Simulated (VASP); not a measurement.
Write the native input for VASP 6.6.1 that does the following.

```
Task                   : single point
Functional             : PBE
Potentials or basis    : VASP PAW PBE potentials, release 64 (Hf_pv, Ta_pv, F)
Cutoff                 : 520 eV
k mesh                 : 10 × 10 × 10
Occupations            : gaussian, width 0.1 eV
Spin                   : no spin polarisation
Dipole correction      : no
Further INCAR settings : ALGO = Normal; EDIFF = 1e-07; NBANDS = 40
```

The structure of HfTa4F lies in POSCAR:

```
HfTa4F
1.0
   -2.7619930822      2.7619930822      4.1214870290
    2.7619930822     -2.7619930822      4.1214870290
    2.7619930822      2.7619930822     -4.1214870290
Hf Ta F
1 4 1
Direct
    0.5000000000      0.5000000000      0.0000000000
    0.5000000000      0.5000000000      0.5000000000
    0.0000000000      0.0000000000      0.5000000000
    0.5000000000      0.0000000000      0.0000000000
    0.0000000000      0.5000000000      0.0000000000
    0.0000000000      0.0000000000      0.0000000000
```

The cell was built from a structure type or drawn by symmetry, and may not be a known phase.

These files were run (other wordings do the same):

INCAR

```
SYSTEM = HfTa4F
PREC = Accurate
ENCUT = 520
EDIFF = 1E-7
ISMEAR = 0
SIGMA = 0.1
LREAL = .FALSE.
LASPH = .TRUE.
NELM = 60
ALGO = Normal
ISIF = 2
LWAVE = .FALSE.
LCHARG = .TRUE.
GGA = PE
LELF = .TRUE.
LVHAR = .TRUE.
NBANDS = 40
```

KPOINTS

```
Automatic mesh
0
G
  10 10 10
  0 0 0
```

Potentials or basis: VASP PAW PBE potentials, release 64 (Hf_pv, Ta_pv, F).

The run is started by

```bash
$ cat potpaw_PBE.64/Hf_pv/POTCAR potpaw_PBE.64/Ta_pv/POTCAR potpaw_PBE.64/F/POTCAR > POTCAR
$ mpirun -np 1 vasp_std > vasp.out
```

It gave:

```
Pressure               : -0.1 GPa
Band gap on the k mesh : zero (an odd number of electrons rules out a gap without spin polarisation)
```

Caveat: spin-orbit coupling is left out, which moves the levels of the heavy elements; an odd number of electrons without spin polarisation forces a metal; a magnetic or distorted state may lie lower.

It took 6.1 min on 1 thread of Intel(R) Xeon(R) 6975P-C (Granite Rapids), on a shared host, peak memory 0.56 GiB.
